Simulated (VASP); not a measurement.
# SiC3 (P-6m2) in VASP: a series of runs

Runs on SiC3. Level: PBE. Tasks: single point, relaxation of cell and atoms.

Program: VASP 6.6.1. These are calculated values, not measurements. Logs are shortened: lines on timing, memory, paths and dates and some standing lists are left out, and cuts for length are marked.

**1. The cell of the first run**

It takes space group P-6m2 (No. 187, hexagonal). Conventional cell: a = 2.511 Å, b = 2.511 Å, c = 6.720 Å, α = 90.00°, β = 90.00°, γ = 120.00°. Within 3.3 Å of Si (site symmetry -6m2) lie 6 Si at 2.51 Å and 6 C at 2.89 Å. Within 2.2 Å of C (site symmetry -6m2) lie 6 C at 1.69 Å. Within 2.2 Å of C (site symmetry 3m) lie 4 C at 1.69 to 1.72 Å.

**2. Single point, PBE**

INCAR reads:

```
SYSTEM = SiC3
PREC     = Accurate       ! precision mode
ENCUT    = 520            ! plane-wave cutoff, eV
EDIFF    = 1E-6           ! SCF threshold, eV
ISMEAR   = 0              ! smearing method
SIGMA    = 0.1            ! smearing width, eV
LREAL    = .FALSE.        ! projectors in reciprocal space
LASPH    = .TRUE.         ! aspherical terms in the spheres
NELM     = 60             ! most SCF steps
ALGO     = Normal         ! electronic algorithm
ISIF     = 2              ! what is computed and relaxed
LWAVE    = .FALSE.        ! write WAVECAR
LCHARG   = .FALSE.        ! write CHGCAR
GGA      = PE             ! functional
NBANDS   = 16             ! bands
```

KPOINTS reads:

```
Automatic mesh
0
G
  24 24 8
  0 0 0
```

POSCAR reads:

```
SiC3
1.0
    2.5113356477      0.0000000000      0.0000000000
   -1.2556678239      2.1748804683      0.0000000000
    0.0000000000      0.0000000000      6.7202167816
Si C
1 3
Direct
    0.3333333333      0.6666666667      0.5000000000
    0.3333333333      0.6666666667      0.0000000000
    0.6666666667      0.3333333333      0.1278833995
    0.6666666667      0.3333333333      0.8721166005
```

Potentials or basis: VASP PAW PBE potentials, release 64 (Si, C).

Launch:

```bash
$ cat potpaw_PBE.64/Si/POTCAR potpaw_PBE.64/C/POTCAR > POTCAR
$ mpirun -np 1 vasp_std > vasp.out
```

OUTCAR:

```text
SYSTEM = SiC3
   PREC = Accurate
   ENCUT = 520
   EDIFF = 1E-6
   ISMEAR = 0
   LREAL = .FALSE.
   LASPH = .TRUE.
   NELM = 60
   ISIF = 2
   GGA = PE

 ion  position               nearest neighbor table
   1  0.333  0.667  0.500-
   2  0.333  0.667  0.000-   3 1.69   4 1.69   3 1.69   4 1.69   3 1.69   4 1.69
   3  0.667  0.333  0.128-   2 1.69   2 1.69   2 1.69   4 1.72
   4  0.667  0.333  0.872-   2 1.69   2 1.69   2 1.69   3 1.72

  LATTYP: Found a hexagonal cell.
 ALAT       =     2.5113356477
 C/A-ratio  =     2.6759532473

  Lattice vectors:

 A1 = (   2.5113356477,   0.0000000000,   0.0000000000)
 A2 = (  -1.2556678239,   2.1748804683,   0.0000000000)
 A3 = (   0.0000000000,   0.0000000000,   6.7202167816)

Analysis of symmetry for initial positions (statically):
=====================================================================
 Subroutine PRICEL returns:
 Original cell was already a primitive cell.

 Routine SETGRP: Setting up the symmetry group for a
 hexagonal supercell.

 Subroutine GETGRP returns: Found 12 space group operations
 (whereof 12 operations were pure point group operations)
 out of a pool of 24 trial point group operations.

The static configuration has the point symmetry D_3h.

Analysis of symmetry for dynamics (positions and initial velocities):
=====================================================================
 Subroutine PRICEL returns:
 Original cell was already a primitive cell.

 Routine SETGRP: Setting up the symmetry group for a
 hexagonal supercell.

 Subroutine GETGRP returns: Found 12 space group operations
 (whereof 12 operations were pure point group operations)
 out of a pool of 24 trial point group operations.

The dynamic configuration has the point symmetry D_3h.

 Subroutine INISYM returns: Found 12 space group operations
 (whereof 12 operations are pure point group operations),
 and found     1 'primitive' translations

----------------------------------------------------------------------------------------

                                     Primitive cell

  volume of cell :      36.7048

  direct lattice vectors                    reciprocal lattice vectors
     2.511335648  0.000000000  0.000000000     0.398194483  0.229897692  0.000000000
    -1.255667824  2.174880468  0.000000000     0.000000000  0.459795384  0.000000000
     0.000000000  0.000000000  6.720216782     0.000000000  0.000000000  0.148804723

  length of vectors
     2.511335648  2.511335648  6.720216782     0.459795384  0.459795384  0.148804723

  position of ions in fractional coordinates (direct lattice)
     0.333333333  0.666666667  0.500000000
     0.333333333  0.666666667  0.000000000
     0.666666667  0.333333333  0.127883399
     0.666666667  0.333333333  0.872116600

  ion indices of the primitive-cell ions
   primitive index   ion index
                 1           1
                 2           2
                 3           3
                 4           4

----------------------------------------------------------------------------------------

 KPOINTS: Automatic mesh

Automatic generation of k-mesh.
 Grid dimensions read from file:
 generate k-points for:   24   24    8

 Generating k-lattice:

  Cartesian coordinates                     Fractional coordinates (reciprocal lattice)
     0.016591437  0.009579070  0.000000000     0.041666667  0.000000000  0.000000000
     0.000000000  0.019158141  0.000000000     0.000000000  0.041666667  0.000000000
     0.000000000  0.000000000  0.018600590     0.000000000  0.000000000  0.125000000

  Length of vectors
     0.019158141  0.019158141  0.018600590

  Shift w.r.t. Gamma in fractional coordinates (k-lattice)
     0.000000000  0.000000000  0.000000000

 Subroutine IBZKPT returns following result:
 ===========================================

 Found    305 irreducible k-points:

 Following reciprocal coordinates:
            Coordinates               Weight
  0.000000  0.000000  0.000000      1.000000
  0.041667 -0.000000  0.000000      6.000000
  0.083333 -0.000000  0.000000      6.000000
  0.125000 -0.000000  0.000000      6.000000
  0.166667 -0.000000  0.000000      6.000000
  0.208333 -0.000000  0.000000      6.000000
[... 16 lines left out ...]
  0.416667  0.041667  0.000000     12.000000
  0.458333  0.041667  0.000000     12.000000
 [... further k-points ...]
   k-points           NKPTS =    305   k-points in BZ     NKDIM =    305   number of bands    NBANDS=     16
   number of dos      NEDOS =    301   number of ions     NIONS =      4
   total plane-waves  NPLWV =  20000
   dimension x,y,z NGX =    20 NGY =   20 NGZ =   50
   dimension x,y,z NGXF=    40 NGYF=   40 NGZF=  100
   ions per type =               1   3
   NGX,Y,Z   is equivalent  to a cutoff of  13.24, 13.24, 12.37 a.u.
   NGXF,Y,Z  is equivalent  to a cutoff of  26.48, 26.48, 24.74 a.u.
 SYSTEM =  SiC3
   PREC   = accura    normal or accurate (medium, high low for compatibility)
   ISTART =      0    job   : 0-new  1-cont  2-samecut
   ICHARG =      2    charge: 1-file 2-atom 10-const
   ISPIN  =      1    spin polarized calculation?
   LNONCOLLINEAR =      F non collinear calculations
   LSORBIT =      F    spin-orbit coupling
   LASPH  =      T    aspherical Exc in radial PAW
   ENCUT  =  520.0 eV  38.22 Ry    6.18 a.u.   4.67  4.67 12.50*2*pi/ulx,y,z
   NELM   =     60;   NELMIN=  2; NELMDL= -5     # of ELM steps
   EDIFF  = 0.1E-05   stopping-criterion for ELM
   LREAL  =      F    real-space projection
   EDIFFG = 0.1E-04   stopping-criterion for IOM
   NSW    =      0    number of steps for IOM
   IBRION =     -1    ionic relax: 0-MD 1-quasi-New 2-CG
   NFREE  =      0    steps in history (QN), initial steepest desc. (CG)
   ISIF   =      2    stress and relaxation
   ISYM   =      2    0-nonsym 1-usesym 2-fastsym
   POTIM  = 0.5000    time-step for ionic-motion
   TEBEG  =    0.0;   TEEND  =   0.0 temperature during run
   PSTRESS=    0.0 pullay stress
   NELECT =      16.0000    total number of electrons
   NUPDOWN=      -1.0000    fix difference up-down
   EMIN   =  10.00;   EMAX   =-10.00  energy-range for DOS
   EFERMI =   0.00;   METHOD = LEGACY
   ISMEAR =     0;   SIGMA  =   0.10  broadening in eV -4-tet -1-fermi 0-gaus
   EFERMI_NEDOS =   21; number of points for ismear=-14 and -15
   IALGO  =     38    algorithm
   IMIX   =      4    mixing-type and parameters
     AMIX     =   0.40;   BMIX     =  1.00
     AMIX_MAG =   1.60;   BMIX_MAG =  1.00
  volume/ion in A,a.u.               =       9.18        61.92
  Fermi-wavevector in a.u.,A,eV,Ry     =   1.241291  2.345700 20.963909  1.540804
  Thomas-Fermi vector in A             =   2.375695
   LORBIT       =      0    0 simple, 1 ext, 2 COOP (PROOUT), +10 PAW based schemes
   GGA     = PE    functional components
   LHFCALC =     F    Hartree Fock is set to
   AEXX    =    0.0000 exact exchange contribution
   IVDW    =     0    specifies the selected vdW correction
   LEPSILON=     F    determine dielectric tensor
   LRPA    =     F    only Hartree local field effects (RPA)
 non-spin polarized calculation
 Gauss-broadening in eV      SIGMA  =   0.10
  energy-cutoff  :      520.00
  volume of cell :       36.70
 maximum number of plane-waves:      1009
 NGX is ok and might be reduce to    20
   NGX =  9   NGY =  9   NGZ = 25

 number of electron      16.0000001 magnetization

 Free energy of the ion-electron system (eV)
  ---------------------------------------------------
  ext. energy  EPLUGINS =         0.00000000
  ---------------------------------------------------
  free energy    TOTEN  =       -24.26622841 eV

  energy without entropy =      -24.26000356  energy(sigma->0) =      -24.26311599

 E-fermi :   8.7291     XC(G=0): -11.6375

 val. band max:        8.7233258043   @ k =   0.3333   0.2500   0.5000
 cond. band min:       8.7295439277   @ k =   0.4167   0.1250   0.3750
 fundamental gap:      0.0062181234
 Fermi energy:         8.7290610701

 k-point     1 :       0.0000    0.0000    0.0000
  band No.  band energies     occupation
      1     -14.0147      2.00000
      2      -5.2809      2.00000
      3      -4.4164      2.00000
      4       3.1511      2.00000
      5       4.3218      2.00000
      6       5.1954      2.00000
[... 8 lines left out ...]
     15      20.6876      0.00000
     16      22.4634      0.00000

 k-point     2 :       0.0417   -0.0000    0.0000
  band No.  band energies     occupation
      1     -13.9724      2.00000
      2      -5.2379      2.00000
      3      -4.3638      2.00000
      4       3.1704      2.00000
      5       4.3664      2.00000
      6       4.9567      2.00000
[... 8 lines left out ...]
     15      20.6340      0.00000
     16      21.4432      0.00000

 k-point     3 :       0.0833   -0.0000    0.0000
  band No.  band energies     occupation
      1     -13.8457      2.00000
      2      -5.1088      2.00000
      3      -4.2065      2.00000
      4       3.1846      2.00000
      5       4.3592      2.00000
      6       4.4992      2.00000
[... 8 lines left out ...]
     15      20.2055      0.00000
     16      20.4713      0.00000

 k-point     4 :       0.1250   -0.0000    0.0000
  band No.  band energies     occupation
      1     -13.6350      2.00000
      2      -4.8943      2.00000
      3      -3.9448      2.00000
      4       2.8517      2.00000
      5       3.8928      2.00000
      6       4.4650      2.00000
[... 8 lines left out ...]
     15      19.5518      0.00000
     16      19.9389      0.00000
[... 324 lines left out ...]
 k-point    22 :       0.3750    0.0417    0.0000
  band No.  band energies     occupation
      1     -10.3815      2.00000
      2      -4.6021      2.00000
      3      -1.5560      2.00000
      4       0.2855      2.00000
      5       1.8766      2.00000
      6       3.6317      2.00000
[... 8 lines left out ...]
     15      16.1518      0.00000
     16      18.2752      0.00000

 k-point    23 :       0.4167    0.0417    0.0000
  band No.  band energies     occupation
      1      -9.7409      2.00000
      2      -5.5181      2.00000
      3      -0.8662      2.00000
      4       1.2586      2.00000
      5       1.7236      2.00000
      6       2.7512      2.00000
[... 8 lines left out ...]
     15      16.0291      0.00000
     16      18.4879      0.00000

 k-point    24 :       0.4583    0.0417    0.0000
  band No.  band energies     occupation
      1      -9.2775      2.00000
      2      -6.1208      2.00000
      3      -0.3290      2.00000
      4       1.6315      2.00000
      5       2.1124      2.00000
      6       2.2430      2.00000
[... 8 lines left out ...]
     15      16.0388      0.00000
     16      18.5874      0.00000

 [... further k-points ...]
[... 5 lines left out ...]
  --------------------------------------------------------------------------------------
  -------------------------------------------------------------------------------------
  Total        0.0337506      0.0337506      0.0622103     -0.0000000     -0.0000000      0.0000000
  in kB        1.4732253      1.4732253      2.7154998     -0.0000000     -0.0000000      0.0000000
  external PRESSURE =       1.8873168 kB  Pullay stress =       0.0000000 kB

 VOLUME and BASIS-vectors are now :
 -----------------------------------------------------------------------------
  energy-cutoff  :      520.00
  volume of cell :       36.70
      direct lattice vectors                 reciprocal lattice vectors
     2.511335648  0.000000000  0.000000000     0.398194483  0.229897692  0.000000000
    -1.255667824  2.174880468  0.000000000     0.000000000  0.459795384  0.000000000
     0.000000000  0.000000000  6.720216782     0.000000000  0.000000000  0.148804723

 POSITION                                       TOTAL-FORCE (eV/Angst)
 -----------------------------------------------------------------------------------
     -0.00000      1.44992      3.36011        -0.000000      0.000000      0.000000
     -0.00000      1.44992      0.00000        -0.000000     -0.000000      0.000000
      1.25567      0.72496      0.85940         0.000000     -0.000000      0.039078
      1.25567      0.72496      5.86081        -0.000000      0.000000     -0.039078
 -----------------------------------------------------------------------------------
    total drift:                                0.000000     -0.000000      0.000000

  FREE ENERGIE OF THE ION-ELECTRON SYSTEM (eV)
  ---------------------------------------------------
  free  energy   TOTEN  =       -24.2662284125 eV

  energy  without entropy=      -24.2600035625  energy(sigma->0) =      -24.26311599
```

Wall time 76 s (1 thread of Intel Xeon 6975P-C (Granite Rapids), shared host); peak memory 0.26 GiB.

What came out:

* Free energy: -24.2662 eV
* Pressure: 0.2 GPa
* Largest force: 0.039 eV/Å
* Band gap on the k mesh: zero (band 8 reaches 12.32 eV, above the bottom of band 9 at 6.42 eV)

Forces in eV/Å, atoms in the order of the input:
```
Si   0.000  0.000  0.000
C    0.000  0.000  0.000
C    0.000  0.000  0.039
C    0.000  0.000 -0.039
```

Levels at points of the mesh, in eV from the Fermi level:
```
           k point  band 6  band 7  band 8  band 9  band 10  band 11
(0.00, 0.00, 0.00)   -3.53   -3.53    3.59    3.59     3.76     4.53
(0.50, 0.00, 0.00)   -6.27   -5.25   -1.85    1.60     1.65     2.26
(0.00, 0.00, 0.50)   -3.53    0.17    0.24    3.59     3.59     4.54
(0.50, 0.00, 0.50)   -4.89   -4.79   -3.57    0.98     1.58     2.80
```

[end of part 1 of 3]
